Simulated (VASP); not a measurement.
# Au (Fm-3m) in VASP: notebook

Runs on Au. Level: LDA. Tasks: single point, relaxation of cell and atoms.

Everything below comes from runs of VASP 6.6.1. Logs are shortened: lines on timing, memory, paths and dates and some standing lists are left out, and cuts for length are marked.

### Step 1. The cell of the first run

It takes space group Fm-3m (No. 225, cubic). The conventional cell has a = 4.037 Å, b = 4.037 Å, c = 4.037 Å, α = 90.00°, β = 90.00°, γ = 90.00°. Au (site symmetry m-3m) has 12 Au at 2.85 Å within 3.8 Å.

### Step 2. Single point, LDA, non-collinear spin, zero start, spin-orbit coupling

Input file INCAR:

```
PREC = Accurate ; ENCUT = 520
EDIFF = 1E-6 ; ISMEAR = -1
SIGMA = 0.05 ; LREAL = False
LASPH = True ; NELM = 150
ALGO = Normal ; ISIF = 2
LWAVE = False ; LCHARG = True
MAGMOM = 0 0 0 ; LORBIT = 11
LSORBIT = True ; GGA_COMPAT = False
LORBMOM = True ; LMAXMIX = 4
GGA = CA ; LVHAR = True
NBANDS = 22
```

Input file KPOINTS:

```
regular mesh
0
Gamma
  17 17 17
```

Input file POSCAR:

```
Au
1.0
    0.0000000000      2.0183450420      2.0183450420
    2.0183450420      0.0000000000      2.0183450420
    2.0183450420      2.0183450420      0.0000000000
Au
1
Direct
    0.0000000000      0.0000000000      0.0000000000
```

Potentials or basis: VASP PAW LDA potentials, release 64 (Au).

On the command line:

```sh
$ cat potpaw_LDA.64/Au/POTCAR > POTCAR
$ mpirun -np 1 vasp_ncl > vasp.out
```

OUTCAR:

```text
PREC = Accurate
   ENCUT = 520
   EDIFF = 1E-6
   ISMEAR = -1
   LREAL = False
   LASPH = True
   NELM = 150
   ISIF = 2
   LORBIT = 11
   LSORBIT = True
   GGA = CA

 ion  position               nearest neighbor table
   1  0.000  0.000  0.000-

  LATTYP: Found a face centered cubic cell.
 ALAT       =     4.0366900840

  Lattice vectors:

 A1 = (   0.0000000000,   2.0183450420,   2.0183450420)
 A2 = (   2.0183450420,   0.0000000000,   2.0183450420)
 A3 = (   2.0183450420,   2.0183450420,   0.0000000000)

Analysis of symmetry for initial positions (statically):
=====================================================================
 Subroutine PRICEL returns:
 Original cell was already a primitive cell.

 Routine SETGRP: Setting up the symmetry group for a
 face centered cubic supercell.

 Subroutine GETGRP returns: Found 48 space group operations
 (whereof 48 operations were pure point group operations)
 out of a pool of 48 trial point group operations.

The static configuration has the point symmetry O_h .

Analysis of symmetry for dynamics (positions and initial velocities):
=====================================================================
 Subroutine PRICEL returns:
 Original cell was already a primitive cell.

 Routine SETGRP: Setting up the symmetry group for a
 face centered cubic supercell.

 Subroutine GETGRP returns: Found 48 space group operations
 (whereof 48 operations were pure point group operations)
 out of a pool of 48 trial point group operations.

The dynamic configuration has the point symmetry O_h .

Analysis of structural, dynamic, and magnetic symmetry:
=====================================================================
 Subroutine PRICEL returns:
 Original cell was already a primitive cell.

 Routine SETGRP: Setting up the symmetry group for a
 face centered cubic supercell.

 Subroutine GETGRP returns: Found 48 space group operations
 (whereof 48 operations were pure point group operations)
 out of a pool of 48 trial point group operations.

The overall configuration has the point symmetry O_h .

 Subroutine INISYM returns: Found 48 space group operations
 (whereof 48 operations are pure point group operations),
 and found     1 'primitive' translations

----------------------------------------------------------------------------------------

                                     Primitive cell

  volume of cell :      16.4443

  direct lattice vectors                    reciprocal lattice vectors
     0.000000000  2.018345042  2.018345042    -0.247727712  0.247727712  0.247727712
[... 140 lines left out ...]
 Fermi energy:        10.0460123970

 k-point     1 :       0.0000    0.0000    0.0000
  band No.  band energies     occupation
      1      -0.3966      1.00000
      2      -0.3966      1.00000
      3       4.3689      1.00000
      4       4.3689      1.00000
      5       4.3689      1.00000
      6       4.3689      1.00000
[... 589 lines left out ...]
     21      32.5334      0.00000
     22      32.5334      0.00000

 [... further k-points ...]
[... 5 lines left out ...]
  --------------------------------------------------------------------------------------
  -------------------------------------------------------------------------------------
  Total        0.0782540      0.0782540      0.0782540      0.0000000      0.0000000     -0.0000000
  in kB        7.6243193      7.6243193      7.6243193      0.0000000      0.0000000     -0.0000000
  external PRESSURE =       7.6243193 kB  Pullay stress =       0.0000000 kB

 VOLUME and BASIS-vectors are now :
 -----------------------------------------------------------------------------
  energy-cutoff  :      520.00
  volume of cell :       16.44
      direct lattice vectors                 reciprocal lattice vectors
     0.000000000  2.018345042  2.018345042    -0.247727712  0.247727712  0.247727712
     2.018345042  0.000000000  2.018345042     0.247727712 -0.247727712  0.247727712
     2.018345042  2.018345042  0.000000000     0.247727712  0.247727712 -0.247727712

 POSITION                                       TOTAL-FORCE (eV/Angst)
 -----------------------------------------------------------------------------------
      0.00000      0.00000      0.00000         0.000000      0.000000      0.000000
 -----------------------------------------------------------------------------------
    total drift:                               -0.000000      0.000000     -0.000000

  FREE ENERGIE OF THE ION-ELECTRON SYSTEM (eV)
  ---------------------------------------------------
  free  energy   TOTEN  =        -4.7470599609 eV

  energy  without entropy=       -4.7447456215  energy(sigma->0) =       -4.74590279

 orbital moment (x)

 # of ion     p       d       tot
 ----------------------------------------
  1        -0.000   0.000   0.000
 ----------------------------------------
           -0.000   0.000   0.000

 orbital moment (y)

 # of ion     p       d       tot
 ----------------------------------------
  1         0.000   0.000   0.000
 ----------------------------------------
            0.000   0.000   0.000

 orbital moment (z)

 # of ion     p       d       tot
 ----------------------------------------
  1         0.000   0.000   0.000
 ----------------------------------------
            0.000   0.000   0.000

 Spin-Orbit-Coupling matrix elements

 Ion:    1  E_soc:     -0.6085306
 l=   1
     0.0000000    -0.0290742    -0.0290742
    -0.0290742     0.0000000    -0.0290742
    -0.0290742    -0.0290742     0.0000000
 l=   2
     0.0000000    -0.0157696     0.0000000    -0.0157696    -0.0565780
    -0.0157696     0.0000000    -0.0424335    -0.0157696    -0.0141445
     0.0000000    -0.0424335     0.0000000    -0.0424335     0.0000000
    -0.0157696    -0.0157696    -0.0424335     0.0000000    -0.0141445
    -0.0565780    -0.0141445     0.0000000    -0.0141445     0.0000000
 l=   3
     0.0000000     0.0000000     0.0000000     0.0000000     0.0000000     0.0000000     0.0000000
     0.0000000     0.0000000     0.0000000     0.0000000     0.0000000     0.0000000     0.0000000
     0.0000000     0.0000000     0.0000000     0.0000000     0.0000000     0.0000000     0.0000000
     0.0000000     0.0000000     0.0000000     0.0000000     0.0000000     0.0000000     0.0000000
     0.0000000     0.0000000     0.0000000     0.0000000     0.0000000     0.0000000     0.0000000
     0.0000000     0.0000000     0.0000000     0.0000000     0.0000000     0.0000000     0.0000000
     0.0000000     0.0000000     0.0000000     0.0000000     0.0000000     0.0000000     0.0000000

 total charge

# of ion       s       p       d       tot
------------------------------------------
    1        0.553   0.407   8.740   9.700

 magnetization (x)

# of ion       s       p       d       tot
------------------------------------------
    1        0.000  -0.000   0.000   0.000

 magnetization (y)

# of ion       s       p       d       tot
------------------------------------------
    1        0.000   0.000   0.000   0.000

 magnetization (z)

# of ion       s       p       d       tot
------------------------------------------
    1        0.000  -0.000   0.000  -0.000
```

Run time: 41 s. Hardware: 1 thread of Intel Xeon 6975P-C (Granite Rapids), shared host; peak memory 0.23 GiB.

Results:

```
Free energy                                           : -4.7471 eV
Pressure                                              : 0.8 GPa
Net moment                                            : 0.00 μB per cell
Valence electrons inside the program's atomic spheres : Au 9.70
```

Moments on the atoms (μB; x, y, z):
```
Au  0.00 0.00 0.00
```

### Step 3. Relaxation of cell and atoms, LDA, non-collinear spin, zero start, spin-orbit coupling

Input file INCAR:

```
SYSTEM = Au
  ALGO = Normal
  EDIFF = 1E-6
  EDIFFG = -0.005
  ENCUT = 600
  GGA = CA
  GGA_COMPAT = .FALSE.
  IBRION = 2
  ISIF = 3
  ISMEAR = -1
  LASPH = .TRUE.
  LCHARG = .FALSE.
  LMAXMIX = 4
  LORBIT = 11
  LORBMOM = .TRUE.
  LREAL = .FALSE.
  LSORBIT = .TRUE.
  LWAVE = .FALSE.
  MAGMOM = 0 0 0
  NELM = 150
  NSW = 45
  PREC = Accurate
  SIGMA = 0.05
```

Input file KPOINTS:

```
k-points
0
G
  17 17 17
  0 0 0
```

POSCAR is that of step 2.

Potentials or basis: VASP PAW LDA potentials, release 64 (Au).

On the command line:

```sh
$ cat potpaw_LDA.64/Au/POTCAR > POTCAR
$ mpirun -np 1 vasp_ncl > vasp.out
```

Run time: 68 s. Hardware: 1 thread of Intel Xeon 6975P-C (Granite Rapids), shared host; peak memory 0.24 GiB.

Results (log left out):

```yaml
Free_energy: -4.7472 eV
Relaxed_volume: 16.51 Å³/atom
Relaxed_cell: a = 2.858 Å, b = 2.858 Å, c = 2.858 Å, α = 60.00°, β = 60.00°, γ = 60.00°
Space_group_after_relaxing_to_0.05_Å: Fm-3m (No. 225)
Energy_gained_by_relaxing: 0.2 meV/atom
Ionic_steps: 3
Pressure_after_relaxing: 0.0 GPa
Net_moment: 0.00 μB per cell
Valence_electrons_inside_the_program's_atomic_spheres: Au 9.69
```

The path:
```csv
step,energy change (eV),largest force (eV/Å),pressure (GPa),volume (Å³)
1,0.0000,0.0000,0.85,16.44
2,0.0005,0.0000,-1.62,16.65
3,-0.0002,0.0000,-0.01,16.51
```

Final structure:
```xyz
1
Lattice="0.0000 2.0211 2.0211 2.0211 0.0000 2.0211 2.0211 2.0211 0.0000" Properties=species:S:1:pos:R:3 pbc="T T T"
Au    0.0000    0.0000    0.0000
```

Moments on the atoms (μB; x, y, z):
```
Au  0.00 0.00 0.00
```
